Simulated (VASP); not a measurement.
# Au (C2/c) in VASP: further runs

Runs on Au. Level: RPBE. Tasks: single point.

Program: VASP 6.6.1. These are calculated values, not measurements. Logs are shortened: lines on timing, memory, paths and dates and some standing lists are left out, and cuts for length are marked.

## 1. The cell of the first run

The typed cell holds 2 atoms: a = 4.730 Å, b = 4.730 Å, c = 2.836 Å, α = 90.00°, β = 90.00°, γ = 145.88°.

## 2. Single point, RPBE (volume scaled by 0.92)

INCAR reads:

```
PREC     = Accurate       # precision mode
ENCUT    = 520            # plane-wave cutoff, eV
EDIFF    = 1E-7           # SCF threshold, eV
ISMEAR   = -1             # smearing method
SIGMA    = 0.1            # smearing width, eV
LREAL    = F              # projectors in reciprocal space
LASPH    = T              # aspherical terms in the spheres
NELM     = 100            # most SCF steps
ALGO     = Normal         # electronic algorithm
ISIF     = 2              # what is computed and relaxed
LWAVE    = F              # write WAVECAR
LCHARG   = F              # write CHGCAR
GGA      = RP             # functional
NBANDS   = 18             # bands
```

KPOINTS reads:

```
Automatic mesh
0
Gamma
  13 13 12
```

POSCAR reads:

```
Au
1.0
   -2.9900117845      3.4041920063      1.3563036260
    3.4041920063     -2.9900117845      1.3563036260
    1.9601132225      1.9601132225     -0.5977317912
Au
2
Direct
    0.0075260574      0.9924739426      0.0000000000
    0.7424739426      0.2575260574      0.5000000000
```

Potentials or basis: VASP PAW PBE potentials, release 64 (Au).

On the command line:

```
$ cat potpaw_PBE.64/Au/POTCAR > POTCAR
$ mpirun -np 1 vasp_std > vasp.out
```

OUTCAR:

```text
PREC = Accurate
   ENCUT = 520
   EDIFF = 1E-7
   ISMEAR = -1
   LREAL = F
   LASPH = T
   NELM = 100
   ISIF = 2
   GGA = RP

 ion  position               nearest neighbor table
   1  0.008  0.992  0.000-   2 2.78   2 2.78   2 2.91   2 2.91   2 2.91   2 2.91
   2  0.742  0.258  0.500-   1 2.78   1 2.78   1 2.91   1 2.91   1 2.91   1 2.91

  LATTYP: Found a base centered monoclinic cell.
 ALAT       =     2.7751267747
 B/A-ratio  =     3.2585068920
 C/A-ratio  =     1.0218384060
 COS(beta)  =    -0.0002882855

  Lattice vectors:

 A1 = (   2.9900117845,  -3.4041920063,  -1.3563036260)
 A2 = (  -3.4041920063,   2.9900117845,  -1.3563036260)
 A3 = (   1.9601132225,   1.9601132225,  -0.5977317912)

Analysis of symmetry for initial positions (statically):
=====================================================================
 Subroutine PRICEL returns:
 Original cell was already a primitive cell.

 Routine SETGRP: Setting up the symmetry group for a
 base centered monoclinic supercell.

 Subroutine GETGRP returns: Found  4 space group operations
 (whereof  2 operations were pure point group operations)
 out of a pool of  4 trial point group operations.

The static configuration has the point symmetry C_2 .
 The point group associated with its full space group is C_2h.

Analysis of symmetry for dynamics (positions and initial velocities):
=====================================================================
 Subroutine PRICEL returns:
 Original cell was already a primitive cell.

 Routine SETGRP: Setting up the symmetry group for a
 base centered monoclinic supercell.

 Subroutine GETGRP returns: Found  4 space group operations
 (whereof  2 operations were pure point group operations)
 out of a pool of  4 trial point group operations.

The dynamic configuration has the point symmetry C_2 .
 The point group associated with its full space group is C_2h.

 Subroutine INISYM returns: Found  4 space group operations
 (whereof  2 operations are pure point group operations),
 and found     1 'primitive' translations

----------------------------------------------------------------------------------------

                                     Primitive cell

  volume of cell :      35.5811

  direct lattice vectors                    reciprocal lattice vectors
    -2.990011785  3.404192006  1.356303626    -0.024487260  0.131904377  0.352247807
     3.404192006 -2.990011785  1.356303626     0.131904377 -0.024487260  0.352247807
     1.960113222  1.960113222 -0.597731791     0.243738459  0.243738459 -0.074431453

  length of vectors
     4.729508771  4.729508771  2.835731120     0.376930906  0.376930906  0.352642757
[... 81 lines left out ...]
   EDIFF  = 0.1E-06   stopping-criterion for ELM
   LREAL  =      F    real-space projection
   EDIFFG = 0.1E-05   stopping-criterion for IOM
   NSW    =      0    number of steps for IOM
   IBRION =     -1    ionic relax: 0-MD 1-quasi-New 2-CG
   NFREE  =      0    steps in history (QN), initial steepest desc. (CG)
   ISIF   =      2    stress and relaxation
   ISYM   =      2    0-nonsym 1-usesym 2-fastsym
   POTIM  = 0.5000    time-step for ionic-motion
   TEBEG  =    0.0;   TEEND  =   0.0 temperature during run
   PSTRESS=    0.0 pullay stress
   NELECT =      22.0000    total number of electrons
   NUPDOWN=      -1.0000    fix difference up-down
   EMIN   =  10.00;   EMAX   =-10.00  energy-range for DOS
   EFERMI =   0.00;   METHOD = LEGACY
   ISMEAR =    -1;   SIGMA  =   0.10  broadening in eV -4-tet -1-fermi 0-gaus
   EFERMI_NEDOS =   21; number of points for ismear=-14 and -15
   IALGO  =     38    algorithm
   IMIX   =      4    mixing-type and parameters
     AMIX     =   0.40;   BMIX     =  1.00
     AMIX_MAG =   1.60;   BMIX_MAG =  1.00
  volume/ion in A,a.u.               =      17.79       120.06
  Fermi-wavevector in a.u.,A,eV,Ry     =   1.394684  2.635571 26.465299  1.945145
  Thomas-Fermi vector in A             =   2.518210
   LORBIT       =      0    0 simple, 1 ext, 2 COOP (PROOUT), +10 PAW based schemes
   GGA     = RP    functional components
   LHFCALC =     F    Hartree Fock is set to
   AEXX    =    0.0000 exact exchange contribution
   IVDW    =     0    specifies the selected vdW correction
   LEPSILON=     F    determine dielectric tensor
   LRPA    =     F    only Hartree local field effects (RPA)
 non-spin polarized calculation
  energy-cutoff  :      520.00
  volume of cell :       35.58
 maximum number of plane-waves:       983
   NGX = 17   NGY = 17   NGZ = 11

 number of electron      22.0000004 magnetization

 Free energy of the ion-electron system (eV)
  ---------------------------------------------------
  ext. energy  EPLUGINS =         0.00000000
  ---------------------------------------------------
  free energy    TOTEN  =        -5.08970241 eV

  energy without entropy =       -5.07196858  energy(sigma->0) =       -5.08083550

 E-fermi :   8.8355     XC(G=0): -12.3211

 val. band max:        8.8241879600   @ k =  -0.4615   0.1538   0.0833
 cond. band min:       8.8446798915   @ k =   0.4615  -0.0000   0.1667
 fundamental gap:      0.0204919315
 Fermi energy:         8.8354891372

 k-point     1 :       0.0000    0.0000    0.0000
  band No.  band energies     occupation
      1      -0.5369      2.00000
      2       1.9554      2.00000
      3       2.6063      2.00000
      4       3.1864      2.00000
      5       4.2838      2.00000
      6       4.8653      2.00000
[... 481 lines left out ...]
      5       4.7673      2.00000
      6       4.7698      2.00000
[... 10 lines left out ...]
     17      25.0165      0.00000
     18      25.6270      0.00000

 [... further k-points ...]

------------------------ aborting loop because EDIFF is reached ----------------------------------------

  FORCE on cell =-STRESS in cart. coord.  units (eV):
  Direction    XX          YY          ZZ          XY          YZ          ZX
  --------------------------------------------------------------------------------------
  -------------------------------------------------------------------------------------
  Total        2.5750179      2.5750179      2.5199406     -0.2564687      0.0322377      0.0322378
  in kB      115.9501975    115.9501975    113.4701317    -11.5485004      1.4516297      1.4516307
  external PRESSURE =     115.1235089 kB  Pullay stress =       0.0000000 kB

 VOLUME and BASIS-vectors are now :
 -----------------------------------------------------------------------------
  energy-cutoff  :      520.00
  volume of cell :       35.58
      direct lattice vectors                 reciprocal lattice vectors
    -2.990011785  3.404192006  1.356303626    -0.024487260  0.131904377  0.352247807
     3.404192006 -2.990011785  1.356303626     0.131904377 -0.024487260  0.352247807
     1.960113222  1.960113222 -0.597731791     0.243738459  0.243738459 -0.074431453

 POSITION                                       TOTAL-FORCE (eV/Angst)
 -----------------------------------------------------------------------------------
      3.35607     -2.94189      1.35630         0.043141     -0.043141      0.000000
     -0.36328      2.73757      1.05744        -0.043141      0.043141     -0.000000
 -----------------------------------------------------------------------------------
    total drift:                               -0.000000     -0.000000      0.000000

  FREE ENERGIE OF THE ION-ELECTRON SYSTEM (eV)
  ---------------------------------------------------
  free  energy   TOTEN  =        -5.0897024074 eV

  energy  without entropy=       -5.0719685829  energy(sigma->0) =       -5.08083550
```

It took 8.5 min on 1 thread of Oxide Virtual Turin-like, shared host; peak memory 0.37 GiB.

What came out:

* Free energy: -5.0897 eV
* Pressure: 11.5 GPa
* Largest force: 0.061 eV/Å
* Band gap on the k mesh: zero (band 11 reaches 12.34 eV, above the bottom of band 12 at 6.84 eV)

Forces on the atoms (eV/Å):
```
Au   0.043 -0.043  0.000
Au  -0.043  0.043  0.000
```

Stress tensor (GPa, compression positive):
```
11.60 -1.15  0.15
-1.15 11.60  0.15
 0.15  0.15 11.35
```

Caveat: the cell differs from its parent crystal (volume scaled by 0.92); the PAW data sets were made with another functional, which shifts forces and pressure a little; spin-orbit coupling is left out, which moves the levels of the heavy elements.

## 3. Single point, RPBE (volume scaled by 0.96)

INCAR reads:

```
SYSTEM = Au
PREC     = Accurate       ! precision mode
ENCUT    = 520            ! plane-wave cutoff, eV
EDIFF    = 1E-6           ! SCF threshold, eV
ISMEAR   = -1             ! smearing method
SIGMA    = 0.1            ! smearing width, eV
LREAL    = .FALSE.        ! projectors in reciprocal space
LASPH    = .TRUE.         ! aspherical terms in the spheres
NELM     = 60             ! most SCF steps
ALGO     = Normal         ! electronic algorithm
ISIF     = 2              ! what is computed and relaxed
LWAVE    = .FALSE.        ! write WAVECAR
LCHARG   = .FALSE.        ! write CHGCAR
GGA      = RP             ! functional
NBANDS   = 18             ! bands
```

KPOINTS reads:

```
Automatic mesh
0
G
  13 13 12
  0 0 0
```

POSCAR reads:

```
Au
1.0
   -3.0327320103      3.4528298919      1.3756820102
    3.4528298919     -3.0327320103      1.3756820102
    1.9881186236      1.9881186236     -0.6062719706
Au
2
Direct
    0.0075260574      0.9924739426      0.0000000000
    0.7424739426      0.2575260574      0.5000000000
```

Potentials or basis: VASP PAW PBE potentials, release 64 (Au).

On the command line:

```
$ cat potpaw_PBE.64/Au/POTCAR > POTCAR
$ mpirun -np 1 vasp_std > vasp.out
```

Run time: 8.5 min. Hardware: 1 thread of Oxide Virtual Turin-like, shared host; peak memory 0.39 GiB.

Results (log left out):

```
Free energy            : -5.1684 eV
Pressure               : 4.8 GPa
Largest force          : 0.026 eV/Å
Band gap on the k mesh : zero (band 11 reaches 11.68 eV, above the bottom of band 12 at 6.22 eV)
```

Forces in eV/Å, atoms in the order of the input:
```
Au   0.019 -0.019  0.000
Au  -0.019  0.019  0.000
```

Stress tensor (GPa, compression positive):
```
 4.74 -0.95  0.19
-0.95  4.74  0.19
 0.19  0.19  5.00
```

Levels at points of the mesh, in eV from the Fermi level:
| k point | band 9 | band 10 | band 11 | band 12 | band 13 | band 14 |
| --- | --- | --- | --- | --- | --- | --- |
| (0.00, 0.00, 0.00) | -2.30 | -2.08 | -1.51 | 0.24 | 3.66 | 11.01 |
| (0.00, 0.00, 0.50) | -2.07 | -2.07 | 0.11 | 0.11 | 6.46 | 6.46 |

Caveat: the cell differs from its parent crystal (volume scaled by 0.96); the PAW data sets were made with another functional, which shifts forces and pressure a little; spin-orbit coupling is left out, which moves the levels of the heavy elements.

## 4. Single point, RPBE

This run uses another cell than the first one, of 19.34 Å³/atom, 1.087 times its volume.

INCAR reads:

```
PREC = Accurate
ENCUT = 520
EDIFF = 1E-6
ISMEAR = -1
SIGMA = 0.1
LREAL = False
LASPH = True
NELM = 80
ALGO = Normal
ISIF = 2
LWAVE = False
LCHARG = False
GGA = RP
NBANDS = 18
```

KPOINTS reads:

```
Automatic mesh
0
Gamma
  13 13 12
```

POSCAR reads:

```
Au
1.0
   -3.0742814475      3.5001348098      1.3945293113
    3.5001348098     -3.0742814475      1.3945293113
    2.0153565100      2.0153565100     -0.6145780982
Au
2
Direct
    0.0075260574      0.9924739426      0.0000000000
    0.7424739426      0.2575260574      0.5000000000
```

On the command line:

```
$ cat potpaw_PBE.64/Au/POTCAR > POTCAR
$ mpirun -np 1 vasp_std > vasp.out
```

Wall time 7.3 min (1 thread of Oxide Virtual Turin-like, shared host); peak memory 0.4 GiB.

The run converged. Its results:

```yaml
Free_energy: -5.1908 eV
Pressure: -0.2 GPa
Band_gap_on_the_k_mesh: zero (band 11 reaches 11.08 eV, above the bottom of band 12 at 5.68 eV)
```

Stress tensor (GPa, compression positive):
```
-0.42 -0.76  0.22
-0.76 -0.42  0.22
 0.22  0.22  0.21
```

Levels at points of the mesh, in eV from the Fermi level:
```tsv
k point	band 7	band 8	band 9	band 10	band 11	band 12	band 13	band 14	band 15	band 16
(0.00, 0.00, 0.00)	-3.02	-2.58	-2.26	-2.05	-1.52	0.38	3.43	10.85	14.62	15.39
(0.00, 0.00, 0.50)	-3.63	-3.63	-2.04	-2.04	0.05	0.05	6.30	6.30	8.67	8.67
```

Caveat: the PAW data sets were made with another functional, which shifts forces and pressure a little; spin-orbit coupling is left out, which moves the levels of the heavy elements.

## 5. Summary

```csv
cell,gap on the mesh (eV),pressure (GPa),largest force (eV/Å)
"a = 4.730, b = 4.730, c = 2.836 Å, angles 90.0, 90.0, 145.9°, 2 atoms",none,11.5,0.06
"a = 4.797, b = 4.797, c = 2.876 Å, angles 90.0, 90.0, 145.9°, 2 atoms",none,4.8,0.03
"a = 4.863, b = 4.863, c = 2.916 Å, angles 90.0, 90.0, 145.9°, 2 atoms",none,-0.2,-
```

Alike in all rows: task single point; level RPBE; potentials or basis VASP PAW PBE potentials, release 64 (Au); no spin polarisation; k mesh 13 × 13 × 12; cutoff (eV) 520; smearing fermi-dirac 0.1 eV.

Caveats: the PAW data sets were made with another functional, which shifts forces and pressure a little; spin-orbit coupling is left out, which moves the levels of the heavy elements.

Total energies depend on the potentials used, so only differences within one code and one set of settings carry meaning.
